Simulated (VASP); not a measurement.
# LiH: single point with HSE06

LiH:

```
Li H
1.0
     2.62399    0.00000    0.00000
     0.00000    2.62399    0.00000
     0.00000    0.00000    2.62399
Li H
1 1
Cartesian
  0.0000 0.0000 0.0000
  1.3120 1.3120 1.3120
```

This cell differs from its parent crystal: strain +4.9%.

| Property | Result |
| --- | --- |
| Program | VASP 6.6.1 |
| Task | single point |
| Functional | HSE06 |
| Potentials or basis | VASP PAW PBE potentials, release 64 (Li_sv, H) |
| Cutoff | 520 eV |
| k mesh | 8 × 8 × 8 |
| Occupations | gaussian, width 0.01 eV |
| Spin | no spin polarisation |
| Dipole correction | no |
| Grid for exact exchange (PRECFOCK) | Normal |
| Further INCAR settings | ALGO = Normal; EDIFF = 1e-06; NBANDS = 9 |
| Share of exact exchange | 0.25 |
| Screening parameter | 0.2079 1/Å |

* Band gap on the k mesh: 1.46 eV (least direct gap 5.12 eV)

Levels at points of the mesh, in eV from the valence-band top:
```
           k point  band 1  band 2  band 3  band 4  band 5  band 6  band 7
(0.00, 0.00, 0.00)  -51.22   -8.79   12.35   12.35   12.35   12.53   15.23
(0.50, 0.00, 0.00)  -51.18   -6.33    1.46   11.75   16.25   16.25   19.70
(0.50, 0.50, 0.00)  -51.15   -2.56    2.56    2.56    9.28   19.15   20.53
(0.50, 0.50, 0.50)  -51.13    0.00    7.18    7.18    7.18    9.35    9.35
```

Wall time 2.7 min on 1 thread of Intel(R) Xeon(R) Platinum 8375C CPU @ 2.90GHz (Ice Lake) (shared host), peak memory 0.23 GiB.

Caveat: the cell differs from its parent crystal (strain +4.9%); the structure was generated, so it needn't be the stable form of LiH. A k mesh can miss the band edges.
